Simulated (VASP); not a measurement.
Set up this calculation in VASP 6.6.1, as the native input.

```
Task                   : single point
Functional             : PBE
Potentials or basis    : VASP PAW PBE potentials, release 64 (V_sv)
Cutoff                 : 520 eV
k mesh                 : 20 × 20 × 20
Occupations            : gaussian, width 0.05 eV
Spin                   : no spin polarisation
Dipole correction      : no
Further INCAR settings : ALGO = Fast; EDIFF = 1e-07; NBANDS = 12
```

The structure of V lies in POSCAR:

```
V
1.0
   -1.5083082759      1.5083082759      1.5083082759
    1.5083082759     -1.5083082759      1.5083082759
    1.5083082759      1.5083082759     -1.5083082759
V
1
Direct
    0.0000000000      0.0000000000      0.0000000000
```

These files were run (other wordings do the same):

INCAR

```
ALGO = Fast
EDIFF = 1E-7
ENCUT = 520
GGA = PE
ISIF = 2
ISMEAR = 0
LASPH = T
LCHARG = T
LELF = T
LREAL = F
LVHAR = T
LWAVE = F
NBANDS = 12
NELM = 80
PREC = Accurate
SIGMA = 0.05
```

KPOINTS

```
k-points
0
Gamma
  20 20 20
```

Potentials or basis: VASP PAW PBE potentials, release 64 (V_sv).

Run with:

```bash
$ cat potpaw_PBE.64/V_sv/POTCAR > POTCAR
$ mpirun -np 1 vasp_std > vasp.out
```

It gave:

| Property | Result |
| --- | --- |
| Pressure | -3.3 GPa |
| Band gap on the k mesh | zero (an odd number of electrons rules out a gap without spin polarisation) |

Caveat: the cell stands under tension.

It took 63 s on 1 thread of Intel Xeon 8259CL, on a shared host, peak memory 0.15 GiB.
